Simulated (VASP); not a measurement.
Set up this calculation in VASP 6.6.1, as the native input.

```yaml
Task: single point
Functional: r2SCAN
Potentials_or_basis: VASP PAW PBE potentials, release 64 (Be, S)
Cutoff: 520 eV
k_mesh: 8 × 8 × 4
Occupations: gaussian, width 0.02 eV
Spin: no spin polarisation
Dipole_correction: no
Further_INCAR_settings: ALGO = Normal; EDIFF = 1e-06; NBANDS = 28
```

The system is Be3S5.

```
CELL_PARAMETERS angstrom
3.53717 0.00428 -0.00070
0.09724 3.54773 0.00563
1.76693 1.51586 10.66150
ATOMIC_POSITIONS crystal
Be 0.34940 0.30618 0.38464
Be 0.70999 0.72284 0.61427
Be 0.94388 0.06470 0.99997
S 0.81736 0.51174 0.10346
S 0.89516 0.25074 0.28322
S 0.26861 0.75345 0.49919
S 0.50811 0.97037 0.90014
S 0.75747 0.16998 0.71510
```

The input as run:

POSCAR

```
Be3S5
1.0
    3.5371655616      0.0042781240     -0.0006976258
    0.0972417275      3.5477274232      0.0056256527
    1.7669314335      1.5158586047     10.6614982714
Be S
3 5
Direct
    0.3494006055      0.3061802026      0.3846404771
    0.7099947236      0.7228435832      0.6142658175
    0.9438789961      0.0646973133      0.9999670062
    0.8173648719      0.5117368142      0.1034640629
    0.8951646241      0.2507417688      0.2832248310
    0.2686102046      0.7534474873      0.4991891984
    0.5081132192      0.9703734303      0.9001438953
    0.7574727547      0.1699794004      0.7151047116
```

INCAR.step1

```
ALGO = Normal
EDIFF = 1E-4
ENCUT = 520
GGA = PE
ISMEAR = 0
LASPH = T
LCHARG = F
LREAL = F
LWAVE = T
NBANDS = 28
NELM = 80
PREC = Accurate
SIGMA = 0.02
```

INCAR.step2

```
ALGO = Normal
EDIFF = 1E-6
ENCUT = 520
ISIF = 2
ISMEAR = 0
ISTART = 1
LASPH = T
LCHARG = F
LMIXTAU = T
LREAL = F
LWAVE = F
METAGGA = R2SCAN
NBANDS = 28
NELM = 80
PREC = Accurate
SIGMA = 0.02
```

KPOINTS

```
k-points
0
Gamma
  8 8 4
```

Potentials or basis: VASP PAW PBE potentials, release 64 (Be, S).

Launch:

```sh
$ cat potpaw_PBE.64/Be/POTCAR potpaw_PBE.64/S/POTCAR > POTCAR
$ cp INCAR.step1 INCAR
$ mpirun -np 1 vasp_std > vasp.out
$ cp INCAR.step2 INCAR
$ mpirun -np 1 vasp_std > vasp.out
```

Results of the run:

| Property | Result |
| --- | --- |
| Pressure | -0.8 GPa |
| Largest force | 0.351 eV/Å |
| Band gap on the k mesh | 1.47 eV (least direct gap 2.07 eV) |

Caveat: the PAW data sets were made with another functional, which shifts forces and pressure a little.

Run time: 13 min on 1 thread of Intel(R) Xeon(R) 6975P-C (Granite Rapids), on a shared host, peak memory 0.5 GiB.
